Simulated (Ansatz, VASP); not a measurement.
# One calculation of Ti, two programs

The input POSCAR:

```
Ti
1.0
    2.7296000000      0.0000000000      0.0000000000
   -1.3648000000      2.3639029422      0.0000000000
    0.0000000000      0.0000000000      4.8240000000
Ti
2
Direct
    0.3333333333      0.6666666667      0.2500000000
    0.6666666667      0.3333333333      0.7500000000
```

INCAR.step1

```
SYSTEM = Ti
  PREC = Accurate
  ENCUT = 520
  ISMEAR = 1
  SIGMA = 0.05
  LREAL = .False.
  LASPH = .True.
  NELM = 80
  NBANDS = 19
  GGA = PE
  ALGO = Normal
  EDIFF = 1E-4
  LWAVE = .True.
  LCHARG = .False.
```

File INCAR.step2:

```
SYSTEM = Ti
  PREC = Accurate
  ENCUT = 520
  EDIFF = 1E-7
  ISMEAR = 1
  SIGMA = 0.05
  LREAL = .False.
  LASPH = .True.
  NELM = 80
  ALGO = Normal
  ISIF = 2
  LWAVE = .False.
  LCHARG = .False.
  METAGGA = R2SCAN
  LMIXTAU = .True.
  NBANDS = 19
  ISTART = 1
```

File KPOINTS:

```
regular mesh
0
Gamma
  18 18 10
  0 0 0
```

Input for Ansatz:

```yaml
crystal:
  lattice:
    - [2.7296, 0.0, 0.0]
    - [-1.3648, 2.3639029422, 0.0]
    - [0.0, 0.0, 4.824]
  atoms:
    - { symbol: Ti, position: [0.3333333333, 0.6666666667, 0.25] }
    - { symbol: Ti, position: [0.6666666667, 0.3333333333, 0.75] }
basis:
  ecutwfc: 520.0
kpoints:
  mp_grid: { grid: [18, 18, 10] }
hamiltonian:
  xc: r2scan
scf:
  occupations: { method: cold, width: 0.05 }
output:
  forces: true
  stress: true
  eigenvalues: true
```

Alike in both runs: task single point; functional r2SCAN; k mesh 18 × 18 × 10; no spin polarisation.

|  | VASP | Ansatz |
| --- | --- | --- |
| version | VASP 6.6.1 | Ansatz 0.2.0 |
| potentials or method | VASP PAW PBE potentials, release 64 (Ti_sv), cutoff 520 eV | scalar-relativistic, plane waves, PAW |
| occupations | methfessel-paxton of order 1, width 0.05 eV | cold, width 0.05 eV |
| valence electrons in the cell | 24 | 24 |

VASP gave:

* gap on the k mesh at the Fermi level (eV): none
* pressure (GPa): 15.1
* traceless stress, the component that is largest in VASP (GPa): -10.39

Task: Which values does Ansatz return?

Result: gap on the k mesh at the Fermi level (eV): none; pressure (GPa): 14.6; traceless stress, the component that is largest in VASP (GPa): -10.29.

VASP's potentials were made for PBE, not for r2SCAN. A gap of «none» marks a metal or a gap that the smearing closes.
